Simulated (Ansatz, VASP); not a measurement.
# One calculation of SnSe, two programs

```
Sn Se
1.0
     3.03080    3.03080    0.00000
    -3.03080    3.03080    0.00000
     0.25717    0.25717    6.06160
Sn Se
2 2
Cartesian
  0.0000 0.0000 0.0000
  0.1286 3.1594 3.0308
  0.0000 3.0308 0.0000
  0.1286 0.1286 3.0308
```

Change from the starting cell: shear of c along a, cell held, atoms relaxed: +6.0 %.

Alike in both runs: task single point; functional PBE; k mesh 8 × 8 × 6; occupations gaussian, width 0.02 eV; no spin polarisation.

|  | VASP | Ansatz |
| --- | --- | --- |
| version | VASP 6.6.1 | Ansatz 0.2.0 |
| potentials or method | VASP PAW PBE potentials, release 64 (Sn_d, Se), cutoff 520 eV | scalar-relativistic, plane waves, PAW |
| valence electrons in the cell | 40 | 60 |

|  | VASP | Ansatz | Ansatz less VASP |
| --- | --- | --- | --- |
| gap on the k mesh at the Fermi level (eV) | 0.03 | 0.03 | 0.000 |
| least direct gap on the mesh (eV) | 0.09 | 0.09 | -0.001 |
| pressure (GPa) | -0.1 | -0.1 | 0.00 |
| traceless stress, the component that is largest in VASP (GPa) | -0.78 | -0.78 | 0.000 |

The functional is the same, so the differences come from potentials, cutoffs and numerics. VASP's potentials hold 40 valence electrons a cell and Ansatz's 60, so a difference there can come from the potentials and not from the codes.
